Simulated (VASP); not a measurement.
# SnTe in VASP: notebook, part 2 of 2

VASP 6.6.1. The steps go on from the part before.

## (4) Single point, PBEsol (strain +0.025 along x and y, +0.025 along z)

INCAR

```
PREC = Accurate
ENCUT = 500
EDIFF = 1E-6
ISMEAR = 0
SIGMA = 0.03
LREAL = False
LASPH = True
NELM = 120
ALGO = Normal
ISIF = 2
LWAVE = False
LCHARG = True
GGA = PS
LELF = True
LVHAR = True
NBANDS = 17
GGA_COMPAT = False
```

KPOINTS

```
Automatic mesh
0
Gamma
  10 10 10
```

POSCAR

```
SnTe
1.0
    0.0000000000      3.2354125000      3.2354125000
    3.2354125000      0.0000000000      3.2354125000
    3.2354125000      3.2354125000      0.0000000000
Sn Te
1 1
Direct
    0.0000000000      0.0000000000      0.0000000000
    0.5000000000      0.5000000000      0.5000000000
```

Potentials or basis: VASP PAW PBE potentials, release 64 (Sn_d, Te).

On the command line:

```
$ cat potpaw_PBE.64/Sn_d/POTCAR potpaw_PBE.64/Te/POTCAR > POTCAR
$ mpirun -np 1 vasp_std > vasp.out
```

OUTCAR:

```text
PREC = Accurate
   ENCUT = 500
   EDIFF = 1E-6
   ISMEAR = 0
   LREAL = False
   LASPH = True
   NELM = 120
   ISIF = 2
   GGA = PS

 ion  position               nearest neighbor table
   1  0.000  0.000  0.000-   2 3.24   2 3.24   2 3.24   2 3.24   2 3.24   2 3.24
   2  0.500  0.500  0.500-   1 3.24   1 3.24   1 3.24   1 3.24   1 3.24   1 3.24

  LATTYP: Found a face centered cubic cell.
 ALAT       =     6.4708250000

  Lattice vectors:

 A1 = (   0.0000000000,   3.2354125000,   3.2354125000)
 A2 = (   3.2354125000,   0.0000000000,   3.2354125000)
[... 650 lines left out ...]
      5     -15.9061      2.00000
      6      -5.3937      2.00000
[... 9 lines left out ...]
     16      14.7433      0.00000
     17      15.2900      0.00000

 [... further k-points ...]
[... 5 lines left out ...]
  --------------------------------------------------------------------------------------
  -------------------------------------------------------------------------------------
  Total       -1.4116506     -1.4116506     -1.4116506     -0.0000000      0.0000000      0.0000000
  in kB      -33.3901846    -33.3901846    -33.3901846     -0.0000000      0.0000000      0.0000000
  external PRESSURE =     -33.3901846 kB  Pullay stress =       0.0000000 kB

 VOLUME and BASIS-vectors are now :
 -----------------------------------------------------------------------------
  energy-cutoff  :      500.00
  volume of cell :       67.74
      direct lattice vectors                 reciprocal lattice vectors
     0.000000000  3.235412500  3.235412500    -0.154539800  0.154539800  0.154539800
     3.235412500  0.000000000  3.235412500     0.154539800 -0.154539800  0.154539800
     3.235412500  3.235412500  0.000000000     0.154539800  0.154539800 -0.154539800

 POSITION                                       TOTAL-FORCE (eV/Angst)
 -----------------------------------------------------------------------------------
      0.00000      0.00000      0.00000         0.000000     -0.000000     -0.000000
      3.23541      3.23541      3.23541         0.000000      0.000000      0.000000
 -----------------------------------------------------------------------------------
    total drift:                               -0.000000      0.000000      0.000000

  FREE ENERGIE OF THE ION-ELECTRON SYSTEM (eV)
  ---------------------------------------------------
  free  energy   TOTEN  =        -8.2774188118 eV

  energy  without entropy=       -8.2773938238  energy(sigma->0) =       -8.27740632
```

OSZICAR:

```text
N       E                     dE             d eps       ncg     rms          rms(c)
DAV:   1     0.122533143966E+03    0.12253E+03   -0.92012E+03  1609   0.126E+03
DAV:   2     0.288695003627E+01   -0.11965E+03   -0.11685E+03  1729   0.322E+02
DAV:   3    -0.802061756764E+01   -0.10908E+02   -0.10849E+02  1953   0.876E+01
DAV:   4    -0.834642660813E+01   -0.32581E+00   -0.32551E+00  1903   0.158E+01
DAV:   5    -0.835969230926E+01   -0.13266E-01   -0.13265E-01  2273   0.308E+00    0.379E+00
DAV:   6    -0.827971221721E+01    0.79980E-01   -0.18522E-01  2168   0.298E+00    0.238E+00
DAV:   7    -0.827749357510E+01    0.22186E-02   -0.53831E-02  1857   0.120E+00    0.840E-01
DAV:   8    -0.827742854831E+01    0.65027E-04   -0.67382E-03  2024   0.658E-01    0.138E-01
DAV:   9    -0.827743518743E+01   -0.66391E-05   -0.93911E-04  2217   0.239E-01    0.344E-02
DAV:  10    -0.827741794189E+01    0.17246E-04   -0.99695E-05  2116   0.814E-02    0.258E-02
DAV:  11    -0.827741889788E+01   -0.95599E-06   -0.35954E-05  2114   0.439E-02    0.245E-02
DAV:  12    -0.827741881185E+01    0.86033E-07   -0.23454E-06  1655   0.899E-03
   1 F= -.82774188E+01 E0= -.82774063E+01  d E =-.249880E-04
```

Run time: 88 s. Hardware: 1 thread of Intel Xeon 8259CL, shared host; peak memory 0.23 GiB.

What came out:

```yaml
Free_energy: -8.2774 eV
Pressure: -3.3 GPa
Band_gap_on_the_k_mesh: 0.08 eV
```

Levels at points of the mesh, in eV from the valence-band top:
```tsv
k point	band 8	band 9	band 10	band 11	band 12	band 13
(0.00, 0.00, 0.00)	-1.84	-1.84	-1.84	3.24	3.24	3.24
(0.50, 0.00, 0.00)	-1.52	-1.52	0.00	0.08	0.54	0.54
(0.50, 0.50, 0.00)	-4.97	-3.29	-3.29	2.48	4.61	4.61
```

Caveat: the cell differs from its parent crystal (strain +0.025 along x and y, +0.025 along z); the cell stands under tension; the PAW data sets were made with another functional, which shifts forces and pressure a little; spin-orbit coupling is left out, which moves the levels of the heavy elements.

## (5) Single point, PBEsol (strain +0.050 along x and y, +0.050 along z)

Changes to INCAR since step 4:

```diff
@@ -11,6 +11,4 @@
 LWAVE = False
-LCHARG = True
+LCHARG = False
 GGA = PS
-LELF = True
-LVHAR = True
 NBANDS = 17
```

KPOINTS is that of step 4.

POSCAR

```
SnTe
1.0
    0.0000000000      3.3143250000      3.3143250000
    3.3143250000      0.0000000000      3.3143250000
    3.3143250000      3.3143250000      0.0000000000
Sn Te
1 1
Direct
    0.0000000000      0.0000000000      0.0000000000
    0.5000000000      0.5000000000      0.5000000000
```

On the command line:

```
$ cat potpaw_PBE.64/Sn_d/POTCAR potpaw_PBE.64/Te/POTCAR > POTCAR
$ mpirun -np 1 vasp_std > vasp.out
```

Wall time 74 s (1 thread of Intel Xeon 8259CL, shared host); peak memory 0.23 GiB.

The run converged. Its results:

```yaml
Free_energy: -8.1404 eV
Pressure: -5.3 GPa
Band_gap_on_the_k_mesh: 0.25 eV
```

Levels at points of the mesh, in eV from the valence-band top:
| k point | band 6 | band 7 | band 8 | band 9 | band 10 | band 11 | band 12 | band 13 | band 14 | band 15 |
| --- | --- | --- | --- | --- | --- | --- | --- | --- | --- | --- |
| (0.00, 0.00, 0.00) | -11.58 | -5.03 | -1.52 | -1.52 | -1.52 | 3.21 | 3.21 | 3.21 | 5.18 | 5.18 |
| (0.50, 0.00, 0.00) | -10.65 | -7.43 | -1.22 | -1.22 | 0.00 | 0.25 | 0.76 | 0.76 | 7.55 | 8.41 |
| (0.50, 0.50, 0.00) | -10.47 | -6.18 | -4.37 | -2.84 | -2.84 | 2.87 | 4.42 | 4.42 | 5.51 | 8.87 |

Caveat: the cell differs from its parent crystal (strain +0.050 along x and y, +0.050 along z); the cell stands under tension; the PAW data sets were made with another functional, which shifts forces and pressure a little; spin-orbit coupling is left out, which moves the levels of the heavy elements. A k mesh can miss the band edges.

## (6) Single point, PBEsol (strain -0.050 along x and y, -0.025 along z)

INCAR

```
SYSTEM = SnTe
  PREC = Accurate
  ENCUT = 500
  EDIFF = 1E-6
  ISMEAR = 0
  SIGMA = 0.03
  LREAL = .False.
  LASPH = .True.
  NELM = 120
  ALGO = Normal
  ISIF = 2
  LWAVE = .False.
  LCHARG = .False.
  GGA = PS
  NBANDS = 17
  GGA_COMPAT = .False.
```

KPOINTS

```
regular mesh
0
Gamma
  10 10 10
  0 0 0
```

POSCAR

```
SnTe
1.0
    0.0000000000      2.9986750000      3.0775875000
    2.9986750000      0.0000000000      3.0775875000
    2.9986750000      2.9986750000      0.0000000000
Sn Te
1 1
Direct
    0.0000000000      0.0000000000      0.0000000000
    0.5000000000      0.5000000000      0.5000000000
```

Potentials or basis: VASP PAW PBE potentials, release 64 (Sn_d, Te).

On the command line:

```
$ cat potpaw_PBE.64/Sn_d/POTCAR potpaw_PBE.64/Te/POTCAR > POTCAR
$ mpirun -np 1 vasp_std > vasp.out
```

Wall time 88 s (1 thread of Intel Xeon 8259CL, shared host); peak memory 0.24 GiB.

Results (log left out):

```yaml
Free_energy: -8.1849 eV
Pressure: 7.2 GPa
Band_gap_on_the_k_mesh: 0.12 eV (least direct gap 0.33 eV)
```

Stress tensor (GPa, compression positive):
```
8.93 0.00 0.00
0.00 8.93 0.00
0.00 0.00 3.77
```

Levels at points of the mesh, in eV from the valence-band top:
```csv
k point,band 8,band 9,band 10,band 11,band 12,band 13
"(0.00, 0.00, 0.00)",-2.57,-2.57,-2.26,3.13,3.84,3.84
"(0.50, 0.00, 0.00)",-2.14,-2.04,-0.18,0.15,0.21,0.43
"(0.50, 0.50, 0.00)",-6.44,-4.32,-4.32,1.66,5.63,5.63
"(0.50, 0.00, 0.50)",-6.54,-4.56,-4.23,1.58,5.13,5.91
```

Caveat: the cell differs from its parent crystal (strain -0.050 along x and y, -0.025 along z); the cell stands under pressure; the PAW data sets were made with another functional, which shifts forces and pressure a little; spin-orbit coupling is left out, which moves the levels of the heavy elements.

## (7) The runs side by side

| cell | gap on the mesh (eV) | pressure (GPa) |
| --- | --- | --- |
| a = 4.241 Å, angles 60.0°, 2 atoms | 0.20 | 9.2 |
| a = 4.352 Å, angles 60.0°, 2 atoms | 0.33 | 3.5 |
| a = 4.576 Å, angles 60.0°, 2 atoms | 0.08 | -3.3 |
| a = 4.687 Å, angles 60.0°, 2 atoms | 0.25 | -5.3 |
| a = 4.297, b = 4.297, c = 4.241 Å, angles 60.4, 60.4, 59.1°, 2 atoms | 0.12 | 7.2 |

Alike in all rows: task single point; level PBEsol; potentials or basis VASP PAW PBE potentials, release 64 (Sn_d, Te); no spin polarisation; k mesh 10 × 10 × 10; cutoff (eV) 500; smearing gaussian 0.03 eV.

Caveats: the PAW data sets were made with another functional, which shifts forces and pressure a little; spin-orbit coupling is left out, which moves the levels of the heavy elements; the cell stands under pressure (at least some runs); the cell stands under tension (at least some runs).

Total energies depend on the potentials used, so only differences within one code and one set of settings carry meaning.
